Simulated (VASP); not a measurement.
A run of VASP 6.6.1:

The input INCAR:

```
SYSTEM = CO2
PREC = Accurate ; ENCUT = 520
EDIFF = 1E-6 ; ISMEAR = 0
SIGMA = 0.02 ; LREAL = .False.
LASPH = .True. ; NELM = 80
ALGO = Normal ; ISIF = 2
LWAVE = .False. ; LCHARG = .False.
GGA = PS ; NBANDS = 25
```

The input KPOINTS:

```
Automatic mesh
0
Gamma
  8 8 8
  0 0 0
```

POSCAR

```
CO2
1.0
   -1.9051937189      1.9051937189      2.9502099278
    1.9051937189     -1.9051937189      2.9502099278
    1.9051937189      1.9051937189     -2.9502099278
C O
2 4
Direct
    0.7500000000      0.2500000000      0.5000000000
    0.0000000000      0.0000000000      0.0000000000
    0.6970490157      0.1250000000      0.0720490157
    0.0529509843      0.6250000000      0.9279509843
    0.3750000000      0.3029509843      0.4279509843
    0.8750000000      0.9470490157      0.5720490157
```

Potentials or basis: VASP PAW PBE potentials, release 64 (C, O).

Command:

```bash
$ cat potpaw_PBE.64/C/POTCAR potpaw_PBE.64/O/POTCAR > POTCAR
$ mpirun -np 1 vasp_std > vasp.out
```

Hardware: 1 thread of Intel(R) Xeon(R) 6975P-C (Granite Rapids), with other jobs on the host.

**Question.** Estimate the wall time of this run.

**Answer.** Run time: 28 s on 1 thread of Intel(R) Xeon(R) 6975P-C (Granite Rapids) (shared host), peak memory 0.18 GiB. Counts: scf iterations 13, k points 59.
